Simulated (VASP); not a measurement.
# Be (P1) in VASP: further runs

Be is run at these levels: PBE; tasks: single point.

Everything below comes from runs of VASP 6.6.1. Logs are shortened: lines on timing, memory, paths and dates and some standing lists are left out, and cuts for length are marked.

**1. The cell of the first run**

The typed cell holds 36 atoms: a = 6.754 Å, b = 6.754 Å, c = 7.055 Å, α = 90.00°, β = 90.00°, γ = 120.00°.

**2. Single point, PBE**

Contents of INCAR:

```
PREC = Accurate
ENCUT = 520
EDIFF = 1E-6
ISMEAR = -1
SIGMA = 0.17
LREAL = Auto
LASPH = T
NELM = 60
ALGO = Normal
ISIF = 2
LWAVE = F
LCHARG = T
GGA = PE
LELF = T
LVHAR = T
NBANDS = 60
```

Contents of KPOINTS:

```
Automatic mesh
0
Gamma
  2 2 2
```

Contents of POSCAR:

```
Be
1.0
    6.7537720000      0.0000000000      0.0000000000
   -3.3768860000      5.8489380000      0.0000000000
    0.0000000000      0.0000000000      7.0554410000
Be
36
Direct
   -0.0093474439     -0.0091298625      0.0035858850
    0.0950633966      0.2378038543      0.2298793229
    0.0275982237      0.0307064291      0.4863055336
    0.1627874863      0.2565764930      0.7373174831
    0.0180948951      0.3590908298      0.0063497094
    0.1081907524      0.5616404209      0.2644483881
   -0.0241837992      0.3335819255      0.4924993349
    0.1280768030      0.5655214673      0.7298622439
    0.0107188746      0.6836454755     -0.0169798032
    0.0714093557      0.8673027480      0.2703303734
    0.0093292469      0.6510754602      0.5035546325
    0.1317482827      0.9011550473      0.7296638155
    0.3397099560      0.0510007116     -0.0036284054
    0.4661900768      0.2598078489      0.2205248403
    0.3164487212      0.0105489236      0.4967513725
    0.4478930124      0.2254939273      0.7581099466
    0.3590364185      0.3710075231     -0.0077812287
    0.4303283065      0.5575371119      0.2359455631
    0.3824743586      0.3518758448      0.4552798330
    0.4726578429      0.5834734442      0.7230589838
    0.3560837626      0.7022471430     -0.0056126896
    0.4677470445      0.9370931954      0.2350526353
    0.3497836584      0.6793711952      0.5013860934
    0.4716867643      0.9125759240      0.7501161161
    0.6790396892      0.0394088636     -0.0029197324
    0.7918702768      0.2754346174      0.2113262658
    0.6404928722      0.0433070072      0.4748250322
    0.8216681136      0.2545419356      0.7520437064
    0.6576687648      0.3304360552     -0.0411597234
    0.7842795165      0.5552290005      0.2586514436
    0.6865134659      0.3546626755      0.4648469174
    0.7838644909      0.6017502665      0.7425616627
    0.6743610822      0.6866032774      0.0364257883
    0.7802997007      0.9146788699      0.2268745497
    0.6682933642      0.7177029403      0.4648469174
    0.8275460276      0.9387516161      0.7136336340
```

Potentials or basis: VASP PAW PBE potentials, release 64 (Be).

Launch:

```bash
$ cat potpaw_PBE.64/Be/POTCAR > POTCAR
$ mpirun -np 1 vasp_std > vasp.out
```

OUTCAR:

```text
PREC = Accurate
   ENCUT = 520
   EDIFF = 1E-6
   ISMEAR = -1
   LREAL = Auto
   LASPH = T
   NELM = 60
   ISIF = 2
   GGA = PE

 ion  position               nearest neighbor table
   1  0.991  0.991  0.004-  34 2.01  33 2.11   9 2.15   2 2.16  13 2.18  10 2.23  36 2.27  25 2.29
                            12 2.36
   2  0.095  0.238  0.230-   5 1.96  34 2.15   1 2.16   6 2.16  26 2.19   3 2.19  18 2.21   7 2.24
                            17 2.28  19 2.32
   3  0.028  0.031  0.486-  36 1.99  10 1.99  15 2.02   2 2.19  12 2.20   4 2.21   7 2.24  35 2.29
                            19 2.30  34 2.33
   4  0.163  0.257  0.737-  16 2.04  17 2.14  20 2.15   8 2.21  36 2.21   3 2.21  28 2.30  12 2.30
                             7 2.35  19 2.37
   5  0.018  0.359  0.006-   2 1.96  26 1.97  28 2.13   6 2.17   9 2.22  25 2.23  17 2.27   8 2.29
                            21 2.30  29 2.37
   6  0.108  0.562  0.264-  11 2.01  26 2.08   7 2.09   2 2.16  30 2.17   5 2.17  23 2.19  18 2.20
                            10 2.20   9 2.37
   7  0.976  0.334  0.492-  31 2.04  28 2.04  11 2.04   6 2.09  27 2.13   8 2.17   2 2.24   3 2.24
                            26 2.27   4 2.35
   8  0.128  0.566  0.730-  11 2.00  23 2.07  28 2.09   7 2.17   4 2.21  12 2.25   9 2.26  20 2.27
                             5 2.29  21 2.30  24 2.34
   9  0.011  0.684  0.983-   1 2.15  32 2.16  12 2.20   5 2.22   8 2.26  21 2.27  10 2.30  33 2.31
                            30 2.36  13 2.36   6 2.37
  10  0.071  0.867  0.270-   3 1.99  30 2.03  11 2.10  15 2.15  34 2.17   6 2.20   1 2.23   9 2.30

  11  0.009  0.651  0.504-   8 2.00   6 2.01   7 2.04  10 2.10  31 2.11  12 2.16  30 2.18  32 2.18
                            23 2.21  15 2.27
  12  0.132  0.901  0.730-  15 1.97  11 2.16  16 2.17  36 2.20   9 2.20   3 2.20  32 2.21   8 2.25
                            13 2.26  24 2.26   4 2.30   1 2.36
  13  0.340  0.051  0.996-  16 1.97  14 2.00  29 2.05  17 2.10   1 2.18  22 2.20  12 2.26  25 2.33
                            24 2.35   9 2.36
  14  0.466  0.260  0.221-  19 1.95  13 2.00  17 2.06  30 2.09  18 2.14  26 2.15  31 2.15  29 2.17
                            22 2.19
  15  0.316  0.011  0.497-  12 1.97   3 2.02  27 2.09  19 2.14  10 2.15  16 2.24  11 2.27  22 2.28
                            24 2.33  23 2.36
  16  0.448  0.225  0.758-  29 1.87  13 1.97   4 2.04  17 2.15  12 2.17  24 2.20  15 2.24  20 2.35
[... 13 lines left out ...]
  23  0.350  0.679  0.501-  20 2.02  35 2.05   8 2.07   6 2.19  11 2.21  18 2.22  24 2.22  27 2.26
                            19 2.35  15 2.36
  24  0.472  0.913  0.750-  21 2.12  25 2.13  16 2.20  27 2.20  23 2.22  20 2.23  12 2.26  15 2.33
                            36 2.33   8 2.34  28 2.34  13 2.35
  25  0.679  0.039  0.997-  26 2.05  29 2.06  22 2.08  34 2.09  24 2.13  28 2.15   5 2.23  21 2.23
                             1 2.29  13 2.33  33 2.38
  26  0.792  0.275  0.211-  30 1.94   5 1.97  25 2.05   6 2.08  31 2.09  29 2.11  14 2.15   2 2.19
                            22 2.24   7 2.27  27 2.31
  27  0.640  0.043  0.475-  31 1.97  22 1.98  15 2.09   7 2.13  24 2.20  23 2.26  35 2.30  26 2.31
                            34 2.35  28 2.37
  28  0.822  0.255  0.752-   7 2.04  29 2.05   8 2.09   5 2.13  25 2.15  36 2.17   4 2.30  24 2.34
                            27 2.37
[... 220 lines left out ...]
   IMIX   =      4    mixing-type and parameters
     AMIX     =   0.40;   BMIX     =  1.00
     AMIX_MAG =   1.60;   BMIX_MAG =  1.00
  volume/ion in A,a.u.               =       7.74        52.24
  Fermi-wavevector in a.u.,A,eV,Ry     =   1.042645  1.970313 14.791011  1.087109
  Thomas-Fermi vector in A             =   2.177319
   LORBIT       =      0    0 simple, 1 ext, 2 COOP (PROOUT), +10 PAW based schemes
   GGA     = PE    functional components
   LHFCALC =     F    Hartree Fock is set to
   AEXX    =    0.0000 exact exchange contribution
   IVDW    =     0    specifies the selected vdW correction
   LEPSILON=     F    determine dielectric tensor
   LRPA    =     F    only Hartree local field effects (RPA)
 non-spin polarized calculation
  energy-cutoff  :      520.00
  volume of cell :      278.71
 maximum number of plane-waves:      7551
   NGX = 25   NGY = 25   NGZ = 27

 number of electron      72.0000000 magnetization

 Free energy of the ion-electron system (eV)
  ---------------------------------------------------
  ext. energy  EPLUGINS =         0.00000000
  ---------------------------------------------------
  free energy    TOTEN  =      -128.59350510 eV

  energy without entropy =     -128.16072853  energy(sigma->0) =     -128.37711681

 E-fermi :   6.7773     XC(G=0): -10.6532

 val. band max:        6.7571846724   @ k =   0.0000   0.0000   0.0000
 cond. band min:       6.7809265409   @ k =   0.0000   0.5000   0.0000
 fundamental gap:      0.0237418684
 Fermi energy:         6.7772573120

 k-point     1 :       0.0000    0.0000    0.0000
  band No.  band energies     occupation
      1      -4.2955      2.00000
      2      -2.1548      2.00000
      3      -2.1273      2.00000
      4      -1.3031      2.00000
      5      -1.2489      2.00000
      6      -1.1127      2.00000
[... 397 lines left out ...]
     47       9.8516      0.00000
     48      10.2216      0.00000
 [bands above 48 left out]

------------------------ aborting loop because EDIFF is reached ----------------------------------------

  FORCE on cell =-STRESS in cart. coord.  units (eV):
  Direction    XX          YY          ZZ          XY          YZ          ZX
  --------------------------------------------------------------------------------------
  -------------------------------------------------------------------------------------
  Total       17.2130457     16.9363648     12.6775347      0.0806724     -0.7461024     -0.9815565
  in kB       98.9511227     97.3605915     72.8782296      0.4637544     -4.2890532     -5.6425875
  external PRESSURE =      89.7299813 kB  Pullay stress =       0.0000000 kB

 VOLUME and BASIS-vectors are now :
 -----------------------------------------------------------------------------
  energy-cutoff  :      520.00
  volume of cell :      278.71
      direct lattice vectors                 reciprocal lattice vectors
     6.753772000  0.000000000  0.000000000     0.148065407  0.085485604  0.000000000
    -3.376886000  5.848938000  0.000000000     0.000000000  0.170971209  0.000000000
     0.000000000  0.000000000  7.055441000     0.000000000  0.000000000  0.141734585

 POSITION                                       TOTAL-FORCE (eV/Angst)
 -----------------------------------------------------------------------------------
      3.34459      5.79554      0.02530         0.384920      0.879640     -1.071288
     -0.16100      1.39090      1.62190         1.429599     -0.250528      1.053635
      0.08270      0.17960      3.43110        -0.668230      0.134392     -0.131391
      0.23300      1.50070      5.20210        -1.344920     -0.571963     -0.318721
     -1.09040      2.10030      0.04480         0.138149      0.467333     -1.565870
     -1.16590      3.28500      1.86580         0.398007      0.741892     -1.330464
[... 28 lines left out ...]
      2.08990      4.19780      3.27970         1.163948     -0.620333      1.196916
      2.41900      5.49070      5.03500        -1.528660     -0.453410      1.121257
 -----------------------------------------------------------------------------------
    total drift:                               -0.000707     -0.000353      0.001533

  FREE ENERGIE OF THE ION-ELECTRON SYSTEM (eV)
  ---------------------------------------------------
  free  energy   TOTEN  =      -128.5935050963 eV

  energy  without entropy=     -128.1607285309  energy(sigma->0) =     -128.37711681
```

Run time: 5.9 min. Hardware: 1 thread of Intel Xeon 8259CL, shared host; peak memory 0.36 GiB.

What came out:

- Free energy: -128.5935 eV
- Pressure: 9.0 GPa
- Largest force: 2.935 eV/Å
- Band gap on the k mesh: zero (bands 36 and 37 overlap by 0.66 eV)

Forces in eV/Å, atoms in the order of the input:
```
Be   0.385  0.880 -1.071
Be   1.430 -0.251  1.054
Be  -0.668  0.134 -0.131
Be  -1.345 -0.572 -0.319
Be   0.138  0.467 -1.566
Be   0.398  0.742 -1.330
Be   1.646 -0.199 -0.172
Be   0.177  0.290  1.504
Be   0.197 -0.253  0.806
Be   0.762  1.078 -1.733
Be  -0.979  1.392 -0.288
Be  -0.736 -0.064  1.283
Be   0.153 -2.115  0.100
Be   0.313 -0.441  0.522
Be   1.517  0.324 -0.845
Be   0.072  0.650 -2.754
Be  -0.428 -0.154 -0.705
Be  -0.225  0.861  0.189
Be  -1.764  0.631  2.092
Be  -0.219 -0.142  0.929
Be  -0.328 -0.367 -0.040
Be  -0.693 -1.198  0.026
Be  -0.970  0.173 -1.175
Be  -0.460  0.155 -0.525
Be   0.771 -0.881 -0.814
Be   0.421 -1.557  1.409
Be   1.889 -0.696  1.006
Be  -0.978 -0.434 -0.860
Be   0.753  1.856  1.936
Be  -0.845  1.628 -1.334
Be  -0.681 -0.527  1.826
Be   0.783 -0.671 -0.156
Be   0.225 -0.646 -2.854
Be  -0.345  0.981  1.675
Be   1.164 -0.620  1.197
Be  -1.529 -0.453  1.121
```

Stress tensor (GPa, compression positive):
```
 9.90  0.05 -0.56
 0.05  9.74 -0.43
-0.56 -0.43  7.29
```

Caveat: the k points lie up to 0.54 Å⁻¹ apart, too coarse for converged energies and pressures of a metal; the atoms stand as in a frame of molecular dynamics; forces of over 1 eV/Å act on the atoms, so gaps and moduli don't describe the material at rest.

(Part 1 of 2 ends here.)

The gap in the log of VASP goes by the Fermi energy; the results here count the filled bands.